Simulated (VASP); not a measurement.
# W (Fm-3m) in VASP: a series of runs

W is run at these levels: PBEsol; tasks: single point.

Everything below comes from runs of VASP 6.6.1. Logs are shortened: lines on timing, memory, paths and dates and some standing lists are left out, and cuts for length are marked.

## (1) The cell of the first run

The structure is cubic, space group Fm-3m (No. 225). The conventional cell has a = 3.991 Å, b = 3.991 Å, c = 3.991 Å, α = 90.00°, β = 90.00°, γ = 90.00°. Within 3.7 Å of W (site symmetry m-3m) lie 12 W at 2.82 Å.

## (2) Single point, PBEsol

Input file INCAR:

```
ALGO = Normal ; EDIFF = 1E-6
ENCUT = 520 ; GGA = PS
ISIF = 2 ; ISMEAR = -1
LASPH = T ; LCHARG = F
LREAL = F ; LWAVE = F
NBANDS = 13 ; NELM = 60
PREC = Accurate ; SIGMA = 0.1
```

Input file KPOINTS:

```
k-points
0
Gamma
  12 12 12
```

Input file POSCAR:

```
W
1.0
    0.0000000000      1.9955865722      1.9955865722
    1.9955865722      0.0000000000      1.9955865722
    1.9955865722      1.9955865722      0.0000000000
W
1
Direct
    0.0000000000      0.0000000000      0.0000000000
```

Potentials or basis: VASP PAW PBE potentials, release 64 (W_sv).

On the command line:

```bash
$ cat potpaw_PBE.64/W_sv/POTCAR > POTCAR
$ mpirun -np 1 vasp_std > vasp.out
```

OUTCAR:

```text
EDIFF = 1E-6
   ENCUT = 520
   GGA = PS
   ISIF = 2
   ISMEAR = -1
   LASPH = T
   LREAL = F
   NELM = 60
   PREC = Accurate

 ion  position               nearest neighbor table
   1  0.000  0.000  0.000-

  LATTYP: Found a face centered cubic cell.
 ALAT       =     3.9911731444

  Lattice vectors:

 A1 = (   0.0000000000,   1.9955865722,   1.9955865722)
 A2 = (   1.9955865722,   0.0000000000,   1.9955865722)
 A3 = (   1.9955865722,   1.9955865722,   0.0000000000)

Analysis of symmetry for initial positions (statically):
=====================================================================
 Subroutine PRICEL returns:
 Original cell was already a primitive cell.

 Routine SETGRP: Setting up the symmetry group for a
 face centered cubic supercell.

 Subroutine GETGRP returns: Found 48 space group operations
 (whereof 48 operations were pure point group operations)
 out of a pool of 48 trial point group operations.

The static configuration has the point symmetry O_h .

Analysis of symmetry for dynamics (positions and initial velocities):
=====================================================================
 Subroutine PRICEL returns:
 Original cell was already a primitive cell.

 Routine SETGRP: Setting up the symmetry group for a
 face centered cubic supercell.

 Subroutine GETGRP returns: Found 48 space group operations
 (whereof 48 operations were pure point group operations)
 out of a pool of 48 trial point group operations.

The dynamic configuration has the point symmetry O_h .

 Subroutine INISYM returns: Found 48 space group operations
 (whereof 48 operations are pure point group operations),
 and found     1 'primitive' translations

----------------------------------------------------------------------------------------

                                     Primitive cell

  volume of cell :      15.8943

  direct lattice vectors                    reciprocal lattice vectors
     0.000000000  1.995586572  1.995586572    -0.250552899  0.250552899  0.250552899
     1.995586572  0.000000000  1.995586572     0.250552899 -0.250552899  0.250552899
     1.995586572  1.995586572  0.000000000     0.250552899  0.250552899 -0.250552899

  length of vectors
     2.822185595  2.822185595  2.822185595     0.433970350  0.433970350  0.433970350

  position of ions in fractional coordinates (direct lattice)
     0.000000000  0.000000000  0.000000000

  ion indices of the primitive-cell ions
   primitive index   ion index
                 1           1

----------------------------------------------------------------------------------------

 KPOINTS: k-points

Automatic generation of k-mesh.
 Grid dimensions read from file:
 generate k-points for:   12   12   12

 Generating k-lattice:

  Cartesian coordinates                     Fractional coordinates (reciprocal lattice)
    -0.020879408  0.020879408  0.020879408     0.083333333  0.000000000  0.000000000
     0.020879408 -0.020879408  0.020879408     0.000000000  0.083333333  0.000000000
     0.020879408  0.020879408 -0.020879408     0.000000000  0.000000000  0.083333333

  Length of vectors
     0.036164196  0.036164196  0.036164196

  Shift w.r.t. Gamma in fractional coordinates (k-lattice)
     0.000000000  0.000000000  0.000000000

 Subroutine IBZKPT returns following result:
 ===========================================

 Found     72 irreducible k-points:

 Following reciprocal coordinates:
            Coordinates               Weight
  0.000000  0.000000  0.000000      1.000000
  0.083333  0.000000  0.000000      8.000000
  0.166667  0.000000  0.000000      8.000000
  0.250000  0.000000  0.000000      8.000000
  0.333333  0.000000  0.000000      8.000000
  0.416667  0.000000  0.000000      8.000000
[... 16 lines left out ...]
  0.500000  0.166667  0.000000     24.000000
 -0.416667  0.166667  0.000000     24.000000
 [... further k-points ...]
   k-points           NKPTS =     72   k-points in BZ     NKDIM =     72   number of bands    NBANDS=     13
   number of dos      NEDOS =    301   number of ions     NIONS =      1
   total plane-waves  NPLWV =  13824
   dimension x,y,z NGX =    24 NGY =   24 NGZ =   24
   dimension x,y,z NGXF=    48 NGYF=   48 NGZF=   48
   ions per type =               1
   NGX,Y,Z   is equivalent  to a cutoff of  14.14, 14.14, 14.14 a.u.
   NGXF,Y,Z  is equivalent  to a cutoff of  28.28, 28.28, 28.28 a.u.
 SYSTEM =  unknown system
   PREC   = accura    normal or accurate (medium, high low for compatibility)
   ISTART =      0    job   : 0-new  1-cont  2-samecut
   ICHARG =      2    charge: 1-file 2-atom 10-const
   ISPIN  =      1    spin polarized calculation?
   LNONCOLLINEAR =      F non collinear calculations
   LSORBIT =      F    spin-orbit coupling
   LASPH  =      T    aspherical Exc in radial PAW
   ENCUT  =  520.0 eV  38.22 Ry    6.18 a.u.   5.25  5.25  5.25*2*pi/ulx,y,z
   NELM   =     60;   NELMIN=  2; NELMDL= -5     # of ELM steps
   EDIFF  = 0.1E-05   stopping-criterion for ELM
   LREAL  =      F    real-space projection
   EDIFFG = 0.1E-04   stopping-criterion for IOM
   NSW    =      0    number of steps for IOM
   IBRION =     -1    ionic relax: 0-MD 1-quasi-New 2-CG
   NFREE  =      0    steps in history (QN), initial steepest desc. (CG)
   ISIF   =      2    stress and relaxation
   ISYM   =      2    0-nonsym 1-usesym 2-fastsym
   POTIM  = 0.5000    time-step for ionic-motion
   TEBEG  =    0.0;   TEEND  =   0.0 temperature during run
   PSTRESS=    0.0 pullay stress
   NELECT =      14.0000    total number of electrons
   NUPDOWN=      -1.0000    fix difference up-down
   EMIN   =  10.00;   EMAX   =-10.00  energy-range for DOS
   EFERMI =   0.00;   METHOD = LEGACY
   ISMEAR =    -1;   SIGMA  =   0.10  broadening in eV -4-tet -1-fermi 0-gaus
   EFERMI_NEDOS =   21; number of points for ismear=-14 and -15
   IALGO  =     38    algorithm
   IMIX   =      4    mixing-type and parameters
     AMIX     =   0.40;   BMIX     =  1.00
     AMIX_MAG =   1.60;   BMIX_MAG =  1.00
  volume/ion in A,a.u.               =      15.89       107.26
  Fermi-wavevector in a.u.,A,eV,Ry     =   1.569291  2.965531 33.506736  2.462676
  Thomas-Fermi vector in A             =   2.671196
   LORBIT       =      0    0 simple, 1 ext, 2 COOP (PROOUT), +10 PAW based schemes
   GGA     = PS    functional components
   LHFCALC =     F    Hartree Fock is set to
   AEXX    =    0.0000 exact exchange contribution
   IVDW    =     0    specifies the selected vdW correction
   LEPSILON=     F    determine dielectric tensor
   LRPA    =     F    only Hartree local field effects (RPA)
 non-spin polarized calculation
  energy-cutoff  :      520.00
  volume of cell :       15.89
 maximum number of plane-waves:       444
 NGX is ok and might be reduce to    24
   NGX = 11   NGY = 11   NGZ = 11

 number of electron      14.0000000 magnetization

 Free energy of the ion-electron system (eV)
  ---------------------------------------------------
  ext. energy  EPLUGINS =         0.00000000
  ---------------------------------------------------
  free energy    TOTEN  =       -13.33120494 eV

  energy without entropy =      -13.29209224  energy(sigma->0) =      -13.31164859

 E-fermi :  10.7864     XC(G=0): -13.7342

 val. band max:       10.7779768739   @ k =   0.5000   0.1667   0.0833
 cond. band min:      10.8205685778   @ k =   0.4167   0.0000   0.0000
 fundamental gap:      0.0425917039
 Fermi energy:        10.7864110513

 k-point     1 :       0.0000    0.0000    0.0000
  band No.  band energies     occupation
      1     -62.7951      2.00000
      2     -26.3794      2.00000
      3     -26.3794      2.00000
      4     -26.3794      2.00000
      5       1.5881      2.00000
      6      10.1637      1.99606
      7      10.1637      1.99606
      8      10.1637      1.99606
      9      13.4285      0.00000
     10      13.4285      0.00000
     11      23.6258      0.00000
     12      28.9677      0.00000
     13      28.9677      0.00000

 k-point     2 :       0.0833    0.0000    0.0000
  band No.  band energies     occupation
      1     -62.7870      2.00000
      2     -26.4719      2.00000
      3     -26.3911      2.00000
      4     -26.3911      2.00000
      5       1.9035      2.00000
      6       9.9243      1.99964
      7      10.3083      1.98336
      8      10.3083      1.98336
      9      13.2961      0.00000
     10      13.2961      0.00000
     11      24.2521      0.00000
     12      27.7679      0.00000
     13      29.5622      0.00000

 k-point     3 :       0.1667    0.0000    0.0000
  band No.  band energies     occupation
      1     -62.7645      2.00000
      2     -26.7192      2.00000
      3     -26.4228      2.00000
      4     -26.4228      2.00000
      5       2.7644      2.00000
      6       9.4230      2.00000
      7      10.5957      1.74140
      8      10.5957      1.74140
      9      13.1362      0.00000
     10      13.1362      0.00000
     11      25.2189      0.00000
     12      26.5933      0.00000
     13      31.2197      0.00000
[... 305 lines left out ...]
 k-point    23 :       0.5000    0.1667    0.0000
  band No.  band energies     occupation
      1     -62.6616      2.00000
      2     -27.5350      2.00000
      3     -26.7471      2.00000
      4     -26.6251      2.00000
      5       5.9262      2.00000
      6       8.6334      2.00000
      7      10.1079      1.99774
      8      10.9778      0.25716
      9      16.1496      0.00000
     10      17.2181      0.00000
     11      21.0783      0.00000
     12      25.6891      0.00000
     13      29.1316      0.00000

 k-point    24 :      -0.4167    0.1667    0.0000
  band No.  band energies     occupation
      1     -62.6595      2.00000
      2     -27.5461      2.00000
      3     -26.7899      2.00000
      4     -26.5983      2.00000
      5       6.0187      2.00000
      6       8.7041      2.00000
      7      10.3528      1.97417
      8      10.8370      0.75223
      9      15.4020      0.00000
     10      17.8789      0.00000
     11      21.0254      0.00000
     12      25.6890      0.00000
     13      28.8474      0.00000

 [... further k-points ...]
[... 5 lines left out ...]
  --------------------------------------------------------------------------------------
  -------------------------------------------------------------------------------------
  Total        0.1932069      0.1932069      0.1932069      0.0000000     -0.0000000      0.0000000
  in kB       19.4756255     19.4756255     19.4756255      0.0000000     -0.0000000      0.0000000
  external PRESSURE =      19.4756255 kB  Pullay stress =       0.0000000 kB

 VOLUME and BASIS-vectors are now :
 -----------------------------------------------------------------------------
  energy-cutoff  :      520.00
  volume of cell :       15.89
      direct lattice vectors                 reciprocal lattice vectors
     0.000000000  1.995586572  1.995586572    -0.250552899  0.250552899  0.250552899
     1.995586572  0.000000000  1.995586572     0.250552899 -0.250552899  0.250552899
     1.995586572  1.995586572  0.000000000     0.250552899  0.250552899 -0.250552899

 POSITION                                       TOTAL-FORCE (eV/Angst)
 -----------------------------------------------------------------------------------
      0.00000      0.00000      0.00000         0.000000      0.000000      0.000000
 -----------------------------------------------------------------------------------
    total drift:                                0.000000      0.000000     -0.000000

  FREE ENERGIE OF THE ION-ELECTRON SYSTEM (eV)
  ---------------------------------------------------
  free  energy   TOTEN  =       -13.3312049432 eV

  energy  without entropy=      -13.2920922437  energy(sigma->0) =      -13.31164859
```

Run time: 7.9 s. Hardware: 1 thread of Intel Xeon Platinum 8488C (Sapphire Rapids), shared host; peak memory 0.15 GiB.

Results:

- Free energy: -13.3312 eV
- Pressure: 1.9 GPa
- Band gap on the k mesh: zero (band 7 reaches 14.01 eV, above the bottom of band 8 at 10.16 eV)

Caveat: the PAW data sets were made with another functional, which shifts forces and pressure a little; spin-orbit coupling is left out, which moves the levels of the heavy elements.

## (3) Single point, PBEsol

This run uses another cell than the first one, of 16.40 Å³/atom, 1.032 times its volume.

Input file INCAR:

```
  PREC = Accurate
  ENCUT = 520
  EDIFF = 1E-6
  ISMEAR = -1
  SIGMA = 0.1
  LREAL = False
  LASPH = True
  NELM = 80
  ALGO = Normal
  ISIF = 2
  LWAVE = False
  LCHARG = False
  GGA = PS
  NBANDS = 13
```

Input file KPOINTS:

```
regular mesh
0
Gamma
  12 12 12
```

Input file POSCAR:

```
W
1.0
    0.0000000000      2.0163754284      2.0163754284
    2.0163754284      0.0000000000      2.0163754284
    2.0163754284      2.0163754284      0.0000000000
W
1
Direct
    0.0000000000      0.0000000000      0.0000000000
```

Potentials or basis: VASP PAW PBE potentials, release 64 (W_sv).

On the command line:

```bash
$ cat potpaw_PBE.64/W_sv/POTCAR > POTCAR
$ mpirun -np 1 vasp_std > vasp.out
```

Wall time 9.3 s (1 thread of Intel Xeon Platinum 8488C (Sapphire Rapids), shared host); peak memory 0.14 GiB.

Results (log left out):

| Property | Result |
| --- | --- |
| Free energy | -13.3230 eV |
| Pressure | -7.1 GPa |
| Band gap on the k mesh | zero (band 7 reaches 13.40 eV, above the bottom of band 8 at 9.77 eV) |

Levels at points of the mesh, in eV from the Fermi level:
```
           k point  band 5  band 6  band 7  band 8  band 9  band 10
(0.00, 0.00, 0.00)   -9.04   -0.59   -0.59   -0.59    2.53     2.53
(0.50, 0.00, 0.00)   -5.64   -0.82   -0.82    0.62    5.03     5.03
(0.50, 0.50, 0.00)   -5.53   -4.55    3.04    4.99    5.77     5.77
```

Caveat: the PAW data sets were made with another functional, which shifts forces and pressure a little; spin-orbit coupling is left out, which moves the levels of the heavy elements.

## (4) Single point, PBEsol

This run uses another cell than the first one, of 16.90 Å³/atom, 1.063 times its volume.

Input file INCAR:

```
SYSTEM = W
PREC     = Accurate       ! precision mode
ENCUT    = 520            ! plane-wave cutoff, eV
EDIFF    = 1E-6           ! SCF threshold, eV
ISMEAR   = -1             ! smearing method
SIGMA    = 0.1            ! smearing width, eV
LREAL    = .FALSE.        ! projectors in reciprocal space
LASPH    = .TRUE.         ! aspherical terms in the spheres
NELM     = 60             ! most SCF steps
ALGO     = Normal         ! electronic algorithm
ISIF     = 2              ! what is computed and relaxed
LWAVE    = .FALSE.        ! write WAVECAR
LCHARG   = .FALSE.        ! write CHGCAR
GGA      = PS             ! functional
NBANDS   = 13             ! bands
```

Input file KPOINTS:

```
regular mesh
0
G
  12 12 12
  0 0 0
```

Input file POSCAR:

```
W
1.0
    0.0000000000      2.0367442356      2.0367442356
    2.0367442356      0.0000000000      2.0367442356
    2.0367442356      2.0367442356      0.0000000000
W
1
Direct
    0.0000000000      0.0000000000      0.0000000000
```

On the command line:

```bash
$ cat potpaw_PBE.64/W_sv/POTCAR > POTCAR
$ mpirun -np 1 vasp_std > vasp.out
```

Run time: 9.3 s. Hardware: 1 thread of Intel Xeon Platinum 8488C (Sapphire Rapids), shared host; peak memory 0.15 GiB.

Results (log left out):

| Property | Result |
| --- | --- |
| Free energy | -13.2887 eV |
| Pressure | -14.8 GPa |
| Band gap on the k mesh | zero (band 7 reaches 12.83 eV, above the bottom of band 8 at 9.40 eV) |

Levels at points of the mesh, in eV from the Fermi level:
```csv
k point,band 4,band 5,band 6,band 7,band 8,band 9,band 10,band 11
"(0.00, 0.00, 0.00)",-37.38,-8.89,-0.56,-0.56,-0.56,2.43,2.43,12.75
"(0.50, 0.00, 0.00)",-37.52,-5.49,-0.77,-0.77,0.53,4.82,4.82,9.81
"(0.50, 0.50, 0.00)",-37.75,-5.33,-4.37,2.87,4.77,5.52,5.52,11.45
```

Caveat: the PAW data sets were made with another functional, which shifts forces and pressure a little; spin-orbit coupling is left out, which moves the levels of the heavy elements.

## (5) Overview

| cell | gap on the mesh (eV) | pressure (GPa) |
| --- | --- | --- |
| a = 2.822 Å, angles 60.0°, 1 atom | none | 1.9 |
| a = 2.852 Å, angles 60.0°, 1 atom | none | -7.1 |
| a = 2.880 Å, angles 60.0°, 1 atom | none | -14.8 |

Alike in all rows: task single point; level PBEsol; potentials or basis VASP PAW PBE potentials, release 64 (W_sv); no spin polarisation; k mesh 12 × 12 × 12; cutoff (eV) 520; smearing fermi-dirac 0.1 eV.

Caveats: the PAW data sets were made with another functional, which shifts forces and pressure a little; spin-orbit coupling is left out, which moves the levels of the heavy elements.

Total energies depend on the potentials used, so only differences within one code and one set of settings carry meaning.
